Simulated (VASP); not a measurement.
Input of a VASP 6.6.1 run:

Contents of POSCAR:

```
LaS
1.0
    0.0000000000      2.9442510999      2.9442510999
    2.9442510999      0.0000000000      2.9442510999
    2.9442510999      2.9442510999      0.0000000000
La S
1 1
Direct
    0.0000000000      0.0000000000      0.0000000000
    0.5000000000      0.5000000000      0.5000000000
```

Contents of INCAR.step1:

```
SYSTEM = LaS
PREC = Accurate
ENCUT = 600
ISMEAR = -1
SIGMA = 0.15
LREAL = .FALSE.
LASPH = .TRUE.
NELM = 60
GGA = PE
ALGO = Normal
EDIFF = 1E-4
LWAVE = .TRUE.
LCHARG = .FALSE.
```

INCAR.step2

```
SYSTEM = LaS
PREC = Accurate
ENCUT = 600
EDIFF = 1E-7
ISMEAR = -1
SIGMA = 0.15
LREAL = .FALSE.
LASPH = .TRUE.
NELM = 60
ALGO = Normal
ISIF = 3
LWAVE = .FALSE.
LCHARG = .FALSE.
METAGGA = R2SCAN
LMIXTAU = .TRUE.
IBRION = 2
NSW = 80
EDIFFG = -0.001
ISTART = 1
```

The input KPOINTS:

```
Automatic mesh
0
G
  12 12 12
  0 0 0
```

Potentials or basis: VASP PAW PBE potentials, release 64 (La, S).

Command:

```sh
$ cat potpaw_PBE.64/La/POTCAR potpaw_PBE.64/S/POTCAR > POTCAR
$ cp INCAR.step1 INCAR
$ mpirun -np 1 vasp_std > vasp.out
$ cp INCAR.step2 INCAR
$ mpirun -np 1 vasp_std > vasp.out
```

**Question.** What does it give for the relaxed cell?

**Answer.** a = 4.163 Å, b = 4.163 Å, c = 4.163 Å, α = 60.00°, β = 60.00°, γ = 60.00°.

**Question.** What does it give for the space group after relaxing (to 0.05 Å)?

**Answer.** Fm-3m (No. 225).

**Question.** Estimate the relaxed volume.

**Answer.** 25.50 Å³/atom.

Final structure:
```
CELL_PARAMETERS angstrom
0.00000 2.94348 2.94348
2.94348 0.00000 2.94348
2.94348 2.94348 0.00000
ATOMIC_POSITIONS crystal
La 0.00000 0.00000 0.00000
S 0.50000 0.50000 0.50000
```

Caveat: the PAW data sets were made with another functional, which shifts forces and pressure a little.
